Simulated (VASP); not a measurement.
Here is a VASP 6.6.1 calculation.

INCAR

```
SYSTEM = Ga
PREC = Accurate ; ENCUT = 520
EDIFF = 1E-7 ; ISMEAR = 0
SIGMA = 0.1 ; LREAL = .False.
LASPH = .True. ; NELM = 100
ALGO = Normal ; ISIF = 2
LWAVE = .False. ; LCHARG = .False.
GGA = PE ; NBANDS = 20
ISYM = 0
```

File KPOINTS:

```
Automatic mesh
0
Gamma
  13 9 10
  0 0 0
```

The input POSCAR:

```
Ga
1.0
    2.8032310441      0.0000000000      0.0000000000
   -1.4016155221      4.0376642742      0.0000000000
    0.0000000000      0.0000000000      3.3826703532
Ga
2
Direct
    0.8659738062      0.7319476125      0.2500000000
    0.1340261938      0.2680523875      0.7500000000
```

Potentials or basis: VASP PAW PBE potentials, release 64 (Ga_d).

Run with:

```bash
$ cat potpaw_PBE.64/Ga_d/POTCAR > POTCAR
$ mpirun -np 1 vasp_std > vasp.out
```

Problem. Predict the pressure.

Solution. 0.1 GPa.

Problem. What does it give for the band gap on the k mesh?

Solution. Zero (bands 13 and 14 overlap by 7.81 eV).

Stress tensor (GPa, compression positive):
```
-0.05 -0.30  0.00
-0.30  0.22  0.00
 0.00  0.00  0.16
```
